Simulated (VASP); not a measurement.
# Si16N (a cell with a defect) in VASP: a series of runs, part 2 of 2

VASP 6.6.1. Earlier steps stand in the parts before.

### Step 3. Single point, PBEsol, collinear spin, zero start

INCAR reads:

```
SYSTEM = Si16N
ALGO = Normal ; EDIFF = 1E-6
ENCUT = 520 ; GGA = PS
ISIF = 2 ; ISMEAR = 0
ISPIN = 2 ; LASPH = .TRUE.
LCHARG = .FALSE. ; LORBIT = 11
LREAL = Auto ; LWAVE = .FALSE.
MAGMOM = 0 0 0 0 0 0 0 0 0 0 0 0 0 0 0 0 0 ; NBANDS = 52
NELM = 150 ; PREC = Accurate
SIGMA = 0.02
```

KPOINTS reads:

```
k-points
0
G
  2 2 2
  0 0 0
```

POSCAR reads:

```
Si16N
1.0
    0.0000000000      5.4300000000      5.4300000000
    5.4300000000      0.0000000000      5.4300000000
    5.4300000000      5.4300000000      0.0000000000
Si N
16 1
Direct
    0.0178974217     -0.0023248619     -0.0343850829
    0.1246651934      0.1021116022      0.1232674033
   -0.0059210866     -0.0013127993      0.4959610497
    0.1383067219      0.1323078269      0.5910395028
    0.0395163904      0.4702453039     -0.0112395948
    0.1048769797      0.6388394107      0.1491182320
   -0.0089159300      0.5045452118      0.5132442910
    0.1314366483      0.6265495396      0.6216121547
    0.4995930018     -0.0015633517      0.0031659300
    0.6491337937      0.1032687845      0.1236302947
    0.5112088398     -0.0015906077      0.4964546961
    0.6200717311      0.1321179558      0.6278227440
    0.5014439227      0.4701164825     -0.0107089319
    0.6363917127      0.6238198895      0.1050110497
    0.5065915285      0.5066593002      0.4806418048
    0.6201266114      0.6263310313      0.6221719153
    0.2642545120      0.4279736648      1.0433401473
```

Potentials or basis: VASP PAW PBE potentials, release 64 (Si, N).

Run with:

```console
$ cat potpaw_PBE.64/Si/POTCAR potpaw_PBE.64/N/POTCAR > POTCAR
$ mpirun -np 1 vasp_std > vasp.out
```

OUTCAR:

```text
SYSTEM = Si16N
   EDIFF = 1E-6
   ENCUT = 520
   GGA = PS
   ISIF = 2
   ISMEAR = 0
   ISPIN = 2
   LASPH = .TRUE.
   LORBIT = 11
   LREAL = Auto
   NELM = 150
   PREC = Accurate

 ion  position               nearest neighbor table
   1  0.018  0.998  0.966-   6 2.29  10 2.32   2 2.32   4 2.35
   2  0.125  0.102  0.123-   5 2.32   1 2.32   3 2.34   9 2.36
   3  0.994  0.999  0.496-   8 2.34   2 2.34   4 2.35  12 2.35
   4  0.138  0.132  0.591-   3 2.35  11 2.35   1 2.35   7 2.35
   5  0.040  0.470  0.989-  17 1.81   8 2.32   2 2.32   6 2.51  14 2.53
   6  0.105  0.639  0.149-  17 1.77   7 2.28   1 2.29   5 2.51  13 2.52
   7  0.991  0.505  0.513-   6 2.28   8 2.33  16 2.33   4 2.35
   8  0.131  0.627  0.622-   5 2.32   7 2.33   3 2.34  15 2.35
   9  0.500  0.998  0.003-  14 2.35  12 2.35  10 2.36   2 2.36
  10  0.649  0.103  0.124-  13 2.31   1 2.32  11 2.34   9 2.36
  11  0.511  0.998  0.496-  16 2.34  10 2.34   4 2.35  12 2.35
  12  0.620  0.132  0.628-  11 2.35   3 2.35  15 2.35   9 2.35
  13  0.501  0.470  0.989-  17 1.81  10 2.31  16 2.32   6 2.52  14 2.54
  14  0.636  0.624  0.105-   9 2.35  15 2.36   5 2.53  13 2.54
  15  0.507  0.507  0.481-  16 2.35  12 2.35   8 2.35  14 2.36
  16  0.620  0.626  0.622-  13 2.32   7 2.33  11 2.34  15 2.35
  17  0.264  0.428  0.043-   6 1.77   5 1.81  13 1.81

  LATTYP: Found a face centered cubic cell.
 ALAT       =    10.8600000000

  Lattice vectors:

 A1 = (   0.0000000000,   5.4300000000,   5.4300000000)
 A2 = (   5.4300000000,   0.0000000000,   5.4300000000)
 A3 = (   5.4300000000,   5.4300000000,   0.0000000000)

Analysis of symmetry for initial positions (statically):
=====================================================================
 Subroutine PRICEL returns:
 Original cell was already a primitive cell.

 Routine SETGRP: Setting up the symmetry group for a
 face centered cubic supercell.

 Subroutine GETGRP returns: Found  1 space group operations
 (whereof  1 operations were pure point group operations)
 out of a pool of 48 trial point group operations.

The static configuration has the point symmetry C_1 .

Analysis of symmetry for dynamics (positions and initial velocities):
=====================================================================
 Subroutine PRICEL returns:
 Original cell was already a primitive cell.

 Routine SETGRP: Setting up the symmetry group for a
 face centered cubic supercell.

 Subroutine GETGRP returns: Found  1 space group operations
 (whereof  1 operations were pure point group operations)
 out of a pool of 48 trial point group operations.

The dynamic configuration has the point symmetry C_1 .

Analysis of structural, dynamic, and magnetic symmetry:
=====================================================================
 Subroutine PRICEL returns:
 Original cell was already a primitive cell.

 Routine SETGRP: Setting up the symmetry group for a
 face centered cubic supercell.

 Subroutine GETGRP returns: Found  1 space group operations
 (whereof  1 operations were pure point group operations)
 out of a pool of 48 trial point group operations.

The overall configuration has the point symmetry C_1 .

 Subroutine INISYM returns: Found  1 space group operations
 (whereof  1 operations are pure point group operations),
 and found     1 'primitive' translations

[... 123 lines left out ...]
   EFERMI_NEDOS =   21; number of points for ismear=-14 and -15
   IALGO  =     38    algorithm
   IMIX   =      4    mixing-type and parameters
     AMIX     =   0.40;   BMIX     =  1.00
     AMIX_MAG =   1.60;   BMIX_MAG =  1.00
  volume/ion in A,a.u.               =      18.84       127.11
  Fermi-wavevector in a.u.,A,eV,Ry     =   0.981480  1.854728 13.106528  0.963303
  Thomas-Fermi vector in A             =   2.112490
   LORBIT       =     11    0 simple, 1 ext, 2 COOP (PROOUT), +10 PAW based schemes
   GGA     = PS    functional components
   LHFCALC =     F    Hartree Fock is set to
   AEXX    =    0.0000 exact exchange contribution
   IVDW    =     0    specifies the selected vdW correction
   LEPSILON=     F    determine dielectric tensor
   LRPA    =     F    only Hartree local field effects (RPA)
 spin polarized calculation
 Gauss-broadening in eV      SIGMA  =   0.02
  energy-cutoff  :      520.00
  volume of cell :      320.21
 maximum number of plane-waves:      8646
 NGX is ok and might be reduce to    60
   NGX = 29   NGY = 29   NGZ = 29

 number of electron      68.9999999 magnetization       0.0028214

 number of electron      68.9999999 magnetization      -0.0000263

 Free energy of the ion-electron system (eV)
  ---------------------------------------------------
  ext. energy  EPLUGINS =         0.00000000
  ---------------------------------------------------
  free energy    TOTEN  =       -97.70756284 eV

  energy without entropy =      -97.70509161  energy(sigma->0) =      -97.70632723

 E-fermi :   6.1380     XC(G=0):  -9.6947

 val. band max:        6.1307047552   @ k =   0.5000   0.0000   0.0000
 cond. band min:       6.1452462085   @ k =   0.5000   0.5000   0.5000
 fundamental gap:      0.0145414532
 Fermi energy:         6.1379621645

 spin component 1

 k-point     1 :       0.0000    0.0000    0.0000
  band No.  band energies     occupation
      1     -10.5637      1.00000
      2      -5.7191      1.00000
      3      -4.2453      1.00000
      4      -3.8155      1.00000
      5      -3.7385      1.00000
      6      -3.1118      1.00000
[... 381 lines left out ...]
     45      10.0119      0.00000
     46      10.1247      0.00000
 Fermi energy:         6.1379621645

 spin component 2

 k-point     1 :       0.0000    0.0000    0.0000
  band No.  band energies     occupation
      1     -10.5636      1.00000
      2      -5.7191      1.00000
      3      -4.2453      1.00000
      4      -3.8155      1.00000
      5      -3.7385      1.00000
      6      -3.1118      1.00000
[... 381 lines left out ...]
     45      10.0119      0.00000
     46      10.1247      0.00000
 [bands above 46 left out]

------------------------ aborting loop because EDIFF is reached ----------------------------------------

  FORCE on cell =-STRESS in cart. coord.  units (eV):
  Direction    XX          YY          ZZ          XY          YZ          ZX
  --------------------------------------------------------------------------------------
  -------------------------------------------------------------------------------------
  Total        6.3673808      2.2236306      2.2785544      0.0526570     -3.2348562      0.0938720
  in kB       31.8597177     11.1261199     11.4009357      0.2634734    -16.1858709      0.4696964
  external PRESSURE =      18.1289244 kB  Pullay stress =       0.0000000 kB

 VOLUME and BASIS-vectors are now :
 -----------------------------------------------------------------------------
  energy-cutoff  :      520.00
  volume of cell :      320.21
      direct lattice vectors                 reciprocal lattice vectors
     0.000000000  5.430000000  5.430000000    -0.092081031  0.092081031  0.092081031
     5.430000000  0.000000000  5.430000000     0.092081031 -0.092081031  0.092081031
     5.430000000  5.430000000  0.000000000     0.092081031  0.092081031 -0.092081031

 POSITION                                       TOTAL-FORCE (eV/Angst)
 -----------------------------------------------------------------------------------
     10.66066      5.34047      5.51456         0.103597     -0.008078      0.011963
      1.22381      1.34627      1.23140        -0.028475      0.065624      0.104048
      8.11594      8.09092     10.82072        -0.025223     -0.059478      0.081002
      3.92778      3.96035      1.46944         0.040043      0.060814     -0.062537
      7.92240      5.58354      2.76801        -0.014028     -0.017923      0.098455
      4.27861      1.37919      4.03838         0.129609      0.004044     -0.085362
[... 9 lines left out ...]
      6.77937      6.74568      6.76826         0.033691     -0.015605     -0.011951
      2.55923      1.67024      3.75880         0.246693     -0.073576      0.087531
 -----------------------------------------------------------------------------------
    total drift:                               -0.004720     -0.000200     -0.001990

  FREE ENERGIE OF THE ION-ELECTRON SYSTEM (eV)
  ---------------------------------------------------
  free  energy   TOTEN  =       -97.7075628407 eV

  energy  without entropy=      -97.7050916131  energy(sigma->0) =      -97.70632723

 total charge

# of ion       s       p       d       tot
------------------------------------------
    1        0.753   0.969   0.000   1.722
    2        0.755   0.946   0.000   1.701
    3        0.740   0.956   0.000   1.695
    4        0.743   0.946   0.000   1.690
    5        0.737   0.895   0.000   1.632
    6        0.758   0.925   0.000   1.683
[... 9 lines left out ...]
   16        0.747   0.964   0.000   1.712
   17        1.268   2.525   0.000   3.792
--------------------------------------------------
tot         13.242  17.558   0.000  30.800

 magnetization (x)

# of ion       s       p       d       tot
------------------------------------------
    1       -0.000   0.000   0.000   0.000
    2        0.000   0.000   0.000   0.000
    3       -0.000   0.000   0.000   0.000
    4       -0.000  -0.000   0.000  -0.000
    5        0.000   0.000   0.000   0.000
    6        0.000   0.000   0.000   0.000
[... 9 lines left out ...]
   16        0.000   0.000   0.000   0.000
   17        0.000   0.000   0.000   0.000
--------------------------------------------------
tot          0.000   0.000   0.000   0.000
```

Wall time 23 min (1 thread of Intel Xeon 8259CL, shared host); peak memory 0.72 GiB.

What came out:

| Item | Value |
| --- | --- |
| Free energy | -97.7076 eV |
| Pressure | 1.8 GPa |
| Largest force | 0.272 eV/Å |
| Net moment | 0.00 μB per cell |
| Valence electrons inside the program's atomic spheres | Si 1.72, 1.70, 1.69, 1.63, 1.68, 1.71, 1.64 (each value once); N 3.79 |

Forces on the atoms (eV/Å):
```
Si   0.104 -0.008  0.012
Si  -0.028  0.066  0.104
Si  -0.025 -0.059  0.081
Si   0.040  0.061 -0.063
Si  -0.014 -0.018  0.098
Si   0.130  0.004 -0.085
Si   0.044  0.079 -0.080
Si   0.027  0.006  0.019
Si  -0.243  0.081 -0.063
Si  -0.020 -0.095 -0.052
Si  -0.025 -0.080  0.053
Si  -0.052  0.016 -0.020
Si  -0.040 -0.080  0.014
Si  -0.163  0.115 -0.104
Si  -0.015  0.002  0.011
Si   0.034 -0.016 -0.012
N    0.247 -0.074  0.088
```

Stress tensor (GPa, compression positive):
```
 3.19  0.03  0.05
 0.03  1.11 -1.62
 0.05 -1.62  1.14
```

Caveat: the k points lie up to 0.50 Å⁻¹ apart; the PAW data sets were made with another functional, which shifts forces and pressure a little.
